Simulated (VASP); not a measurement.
Input of a VASP 6.6.1 run:

Contents of INCAR:

```
  PREC = Accurate
  ENCUT = 520
  EDIFF = 1E-6
  ISMEAR = 0
  SIGMA = 0.15
  LREAL = F
  LASPH = T
  NELM = 100
  ALGO = Normal
  ISIF = 2
  LWAVE = F
  LCHARG = F
  GGA = PE
  NBANDS = 15
```

Contents of KPOINTS:

```
Automatic mesh
0
Gamma
  18 18 18
```

The input POSCAR:

```
ZrC
1.0
    0.0000000000      2.4442184000      2.5382268000
    2.4442184000      0.0000000000      2.5382268000
    2.4442184000      2.4442184000      0.0000000000
Zr C
1 1
Direct
    0.5000000000      0.5000000000      0.5000000000
    0.0000000000      0.0000000000      0.0000000000
```

Potentials or basis: VASP PAW PBE potentials, release 64 (Zr_sv, C).

The run is started by

```bash
$ cat potpaw_PBE.64/Zr_sv/POTCAR potpaw_PBE.64/C/POTCAR > POTCAR
$ mpirun -np 1 vasp_std > vasp.out
```

Task: Estimate the band gap on the k mesh.

Result: Zero (bands 8 and 9 overlap by 1.33 eV).

Task: What does it give for the pressure?

Result: -23.9 GPa.

Stress tensor (GPa, compression positive):
```
-22.13   0.00   0.00
  0.00 -22.13   0.00
  0.00   0.00 -27.55
```

Caveat: the cell differs from its parent crystal (strain +0.040 along x and y, +0.080 along z); the cell stands under tension.
